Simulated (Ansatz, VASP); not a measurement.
**One calculation of CuI, two programs**

Contents of INCAR:

```
ALGO = Normal
EDIFF = 1E-8
ENCUT = 520
GGA = PE
ISIF = 2
ISMEAR = -1
LASPH = True
LCHARG = False
LEFG = True
LREAL = False
LWAVE = False
NBANDS = 26
NELM = 80
PREC = Accurate
SIGMA = 0.02
```

File KPOINTS:

```
k-points
0
Gamma
  5 5 6
```

Contents of POSCAR:

```
CuI
1.0
    3.7578912747     -3.7356638172      0.0000000000
    3.7578912747      3.7356638172      0.0000000000
    0.0000000000      0.0000000000      4.3355216646
Cu I
2 2
Direct
    0.4204388300      0.5795611700      0.7500000000
    0.5795611700      0.4204388300      0.2500000000
    0.7700426800      0.2299573200      0.7500000000
    0.2299573200      0.7700426800      0.2500000000
```

Input for Ansatz:

```yaml
crystal:
  lattice:
    - [3.7578912747, -3.7356638172, 0.0]
    - [3.7578912747, 3.7356638172, 0.0]
    - [0.0, 0.0, 4.3355216646]
  atoms:
    - { symbol: Cu, position: [0.42043883, 0.57956117, 0.75] }
    - { symbol: Cu, position: [0.57956117, 0.42043883, 0.25] }
    - { symbol: I, position: [0.77004268, 0.22995732, 0.75] }
    - { symbol: I, position: [0.22995732, 0.77004268, 0.25] }
kpoints:
  mp_grid: { grid: [5, 5, 6] }
scf:
  occupations: { method: fermi_dirac, width: 0.02 }
hamiltonian:
  xc: pbe
  pseudopotentials: { kind: all_electron, datasets: crystal }
output:
  forces: true
  stress: true
  eigenvalues: true
  efg: { contact_densities: true }
```

Change from the starting cell: volume scaled by 1.02, crystal datasets.

Alike in both runs: task electric field gradients; functional PBE; k mesh 5 × 5 × 6; occupations fermi-dirac, width 0.02 eV; no spin polarisation.

|  | VASP | Ansatz |
| --- | --- | --- |
| version | VASP 6.6.1 | Ansatz 0.2.0 |
| potentials or method | VASP PAW PBE potentials, release 64 (Cu, I), cutoff 520 eV | all-electron PAW with datasets made for the crystal, scalar-relativistic |

Ansatz gave:

```
gap on the k mesh at the Fermi level (eV)                     : 1.00
pressure (GPa)                                                : 0.6
traceless stress, the component that is largest in VASP (GPa) : 0.19
rms of the force components (eV/Å)                            : 0.029
size of Vzz on the site where it differs most (V/Å²)          : 424.0
```

Which values does VASP return?

gap on the k mesh at the Fermi level (eV): 1.02; pressure (GPa): 0.6; traceless stress, the component that is largest in VASP (GPa): 0.14; rms of the force components (eV/Å): 0.033; size of Vzz on the site where it differs most (V/Å²): 410.5.

Atom by atom the forces differ by 0.005 eV/Å (rms over components). Ansatz ran all-electron here, and VASP with PAW potentials.

Neither program's run includes spin-orbit coupling.
